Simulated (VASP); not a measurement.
# Li2HfN2 (P-3m1) in VASP: single point with LDA

Aim: the single point of Li2HfN2 with LDA.

Everything below comes from runs of VASP 6.6.1. Logs are shortened: lines on timing, memory, paths and dates and some standing lists are left out, and cuts for length are marked.

### 1 The cell of the first run

It takes space group P-3m1 (No. 164, trigonal). Conventional cell: a = 3.237 Å, b = 3.237 Å, c = 5.424 Å, α = 90.00°, β = 90.00°, γ = 120.00°. Within 2.8 Å of Li (site symmetry 3m) lie 4 N at 2.07 to 2.15 Å and 3 Li at 2.26 Å and 3 Hf at 2.79 Å. Within 2.9 Å of Hf (site symmetry -3m) lie 6 N at 2.22 Å and 6 Li at 2.79 Å. N (site symmetry 3m) has 4 Li at 2.07 to 2.15 Å and 3 Hf at 2.22 Å within 2.7 Å.

### 2 Single point, LDA

Contents of INCAR:

```
  ALGO = Normal
  EDIFF = 1E-6
  ENCUT = 520
  GGA = CA
  ISIF = 2
  ISMEAR = 0
  LASPH = True
  LCHARG = False
  LREAL = False
  LWAVE = False
  NBANDS = 21
  NELM = 100
  PREC = Accurate
  SIGMA = 0.01
```

Contents of KPOINTS:

```
k-points
0
Gamma
  6 6 3
```

Contents of POSCAR:

```
Li2HfN2
1.0
    3.2371210000      0.0000000000      0.0000000000
   -1.6185600000      2.8034290000      0.0000000000
    0.0000000000      0.0000000000      5.4235950000
Li Hf N
2 1 2
Direct
    0.6666666667      0.3333333333      0.3827890000
    0.3333333333      0.6666666667      0.6172110000
    0.0000000000      0.0000000000      0.0000000000
    0.6666666667      0.3333333333      0.7793850000
    0.3333333333      0.6666666667      0.2206150000
```

Potentials or basis: VASP PAW LDA potentials, release 64 (Li_sv, Hf_pv, N).

The run is started by

```bash
$ cat potpaw_LDA.64/Li_sv/POTCAR potpaw_LDA.64/Hf_pv/POTCAR potpaw_LDA.64/N/POTCAR > POTCAR
$ mpirun -np 1 vasp_std > vasp.out
```

OUTCAR:

```text
EDIFF = 1E-6
   ENCUT = 520
   GGA = CA
   ISIF = 2
   ISMEAR = 0
   LASPH = True
   LREAL = False
   NELM = 100
   PREC = Accurate

 ion  position               nearest neighbor table
   1  0.667  0.333  0.383-   5 2.07   5 2.07   5 2.07   4 2.15   2 2.26   2 2.26   2 2.26   3 2.79
                             3 2.79   3 2.79
   2  0.333  0.667  0.617-   4 2.07   4 2.07   4 2.07   5 2.15   1 2.26   1 2.26   1 2.26   3 2.79
                             3 2.79   3 2.79
   3  0.000  0.000  0.000-   4 2.22   5 2.22   5 2.22   4 2.22   4 2.22   5 2.22   1 2.79   2 2.79
                             2 2.79   1 2.79   2 2.79   1 2.79
   4  0.667  0.333  0.779-   2 2.07   2 2.07   2 2.07   1 2.15   3 2.22   3 2.22   3 2.22
   5  0.333  0.667  0.221-   1 2.07   1 2.07   1 2.07   2 2.15   3 2.22   3 2.22   3 2.22

  LATTYP: Found a hexagonal cell.
 ALAT       =     3.2371210000
 C/A-ratio  =     1.6754378350

  Lattice vectors:

 A1 = (   3.2371210000,   0.0000000000,   0.0000000000)
 A2 = (  -1.6185600000,   2.8034290000,   0.0000000000)
 A3 = (   0.0000000000,   0.0000000000,   5.4235950000)

Analysis of symmetry for initial positions (statically):
=====================================================================
 Subroutine PRICEL returns:
 Original cell was already a primitive cell.

 Routine SETGRP: Setting up the symmetry group for a
 hexagonal supercell.

 Subroutine GETGRP returns: Found 12 space group operations
 (whereof 12 operations were pure point group operations)
 out of a pool of 24 trial point group operations.

The static configuration has the point symmetry D_3d.

Analysis of symmetry for dynamics (positions and initial velocities):
=====================================================================
 Subroutine PRICEL returns:
 Original cell was already a primitive cell.

 Routine SETGRP: Setting up the symmetry group for a
 hexagonal supercell.

 Subroutine GETGRP returns: Found 12 space group operations
 (whereof 12 operations were pure point group operations)
 out of a pool of 24 trial point group operations.

The dynamic configuration has the point symmetry D_3d.

 Subroutine INISYM returns: Found 12 space group operations
 (whereof 12 operations are pure point group operations),
 and found     1 'primitive' translations

----------------------------------------------------------------------------------------

                                     Primitive cell

  volume of cell :      49.2193
[... 87 lines left out ...]
   EDIFF  = 0.1E-05   stopping-criterion for ELM
   LREAL  =      F    real-space projection
   EDIFFG = 0.1E-04   stopping-criterion for IOM
   NSW    =      0    number of steps for IOM
   IBRION =     -1    ionic relax: 0-MD 1-quasi-New 2-CG
   NFREE  =      0    steps in history (QN), initial steepest desc. (CG)
   ISIF   =      2    stress and relaxation
   ISYM   =      2    0-nonsym 1-usesym 2-fastsym
   POTIM  = 0.5000    time-step for ionic-motion
   TEBEG  =    0.0;   TEEND  =   0.0 temperature during run
   PSTRESS=    0.0 pullay stress
   NELECT =      26.0000    total number of electrons
   NUPDOWN=      -1.0000    fix difference up-down
   EMIN   =  10.00;   EMAX   =-10.00  energy-range for DOS
   EFERMI =   0.00;   METHOD = LEGACY
   ISMEAR =     0;   SIGMA  =   0.01  broadening in eV -4-tet -1-fermi 0-gaus
   EFERMI_NEDOS =   21; number of points for ismear=-14 and -15
   IALGO  =     38    algorithm
   IMIX   =      4    mixing-type and parameters
     AMIX     =   0.40;   BMIX     =  1.00
     AMIX_MAG =   1.60;   BMIX_MAG =  1.00
  volume/ion in A,a.u.               =       9.84        66.43
  Fermi-wavevector in a.u.,A,eV,Ry     =   1.323389  2.500842 23.828661  1.751357
  Thomas-Fermi vector in A             =   2.453000
   LORBIT       =      0    0 simple, 1 ext, 2 COOP (PROOUT), +10 PAW based schemes
   GGA     = CA    functional components
   LHFCALC =     F    Hartree Fock is set to
   AEXX    =    0.0000 exact exchange contribution
   IVDW    =     0    specifies the selected vdW correction
   LEPSILON=     F    determine dielectric tensor
   LRPA    =     F    only Hartree local field effects (RPA)
 non-spin polarized calculation
 Gauss-broadening in eV      SIGMA  =   0.01
  energy-cutoff  :      520.00
  volume of cell :       49.22
 maximum number of plane-waves:      1350
   NGX = 13   NGY = 13   NGZ = 21

 number of electron      26.0000008 magnetization

 Free energy of the ion-electron system (eV)
  ---------------------------------------------------
  ext. energy  EPLUGINS =         0.00000000
  ---------------------------------------------------
  free energy    TOTEN  =       -39.87719629 eV

  energy without entropy =      -39.87719629  energy(sigma->0) =      -39.87719629

 E-fermi :   4.2864     XC(G=0): -11.4382

 val. band max:        4.2138825200   @ k =   0.0000   0.0000   0.0000
 cond. band min:       6.0728590954   @ k =   0.5000   0.0000   0.3333
 fundamental gap:      1.8589765754
 Fermi energy:         4.2863654786

 k-point     1 :       0.0000    0.0000    0.0000
  band No.  band energies     occupation
      1     -39.1890      2.00000
      2     -38.9759      2.00000
      3     -25.4296      2.00000
      4     -25.0161      2.00000
      5     -25.0161      2.00000
      6      -9.6312      2.00000
[... 397 lines left out ...]
     20      14.5630      0.00000
     21      14.5630      0.00000

------------------------ aborting loop because EDIFF is reached ----------------------------------------

  FORCE on cell =-STRESS in cart. coord.  units (eV):
  Direction    XX          YY          ZZ          XY          YZ          ZX
  --------------------------------------------------------------------------------------
  -------------------------------------------------------------------------------------
  Total       -2.1908256     -2.1908256     -1.9594780     -0.0000004      0.0000000     -0.0000000
  in kB      -71.3152890    -71.3152879    -63.7845116     -0.0000127      0.0000000     -0.0000000
  external PRESSURE =     -68.8050295 kB  Pullay stress =       0.0000000 kB

 VOLUME and BASIS-vectors are now :
 -----------------------------------------------------------------------------
  energy-cutoff  :      520.00
  volume of cell :       49.22
      direct lattice vectors                 reciprocal lattice vectors
     3.237121000  0.000000000  0.000000000     0.308916472  0.178352955  0.000000000
    -1.618560000  2.803429000  0.000000000     0.000000000  0.356706020  0.000000000
     0.000000000  0.000000000  5.423595000     0.000000000  0.000000000  0.184379549

 POSITION                                       TOTAL-FORCE (eV/Angst)
 -----------------------------------------------------------------------------------
      1.61856      0.93448      2.07609        -0.000000     -0.000000     -0.087841
      0.00000      1.86895      3.34750         0.000000      0.000000      0.087841
      0.00000      0.00000      0.00000        -0.000000      0.000000     -0.000000
      1.61856      0.93448      4.22707        -0.000000      0.000000      0.166846
      0.00000      1.86895      1.19653         0.000000      0.000000     -0.166846
 -----------------------------------------------------------------------------------
    total drift:                                0.000000     -0.000000      0.000000

  FREE ENERGIE OF THE ION-ELECTRON SYSTEM (eV)
  ---------------------------------------------------
  free  energy   TOTEN  =       -39.8771962877 eV

  energy  without entropy=      -39.8771962877  energy(sigma->0) =      -39.87719629
```

Wall time 17 s (1 thread of Intel Xeon 8259CL, shared host); peak memory 0.15 GiB.

What came out:

* Free energy: -39.8772 eV
* Largest force: 0.167 eV/Å
* Band gap on the k mesh: 1.86 eV (least direct gap 2.75 eV)

Forces in eV/Å, atoms in the order of the input:
```
Li   0.000  0.000 -0.088
Li   0.000  0.000  0.088
Hf   0.000  0.000  0.000
N    0.000  0.000  0.167
N    0.000  0.000 -0.167
```

Levels at points of the mesh, in eV from the valence-band top:
```
           k point  band 9  band 10  band 11  band 12  band 13  band 14  band 15  band 16  band 17  band 18
(0.00, 0.00, 0.00)   -2.86    -2.86    -0.42     0.00     0.00     3.41     3.41     3.83     4.72     7.37
(0.50, 0.00, 0.00)   -3.09    -2.63    -2.54    -1.39    -1.21     2.01     5.66     6.11     6.80     8.40
```

Caveat: the cutoff is under 1.25 times the usual one of these potentials, so pressure, stress and relaxed cells hold a basis-set (Pulay) error; spin-orbit coupling is left out, which moves the levels of the heavy elements; an odd mesh through Γ misses points on the zone boundary, where band edges can lie.
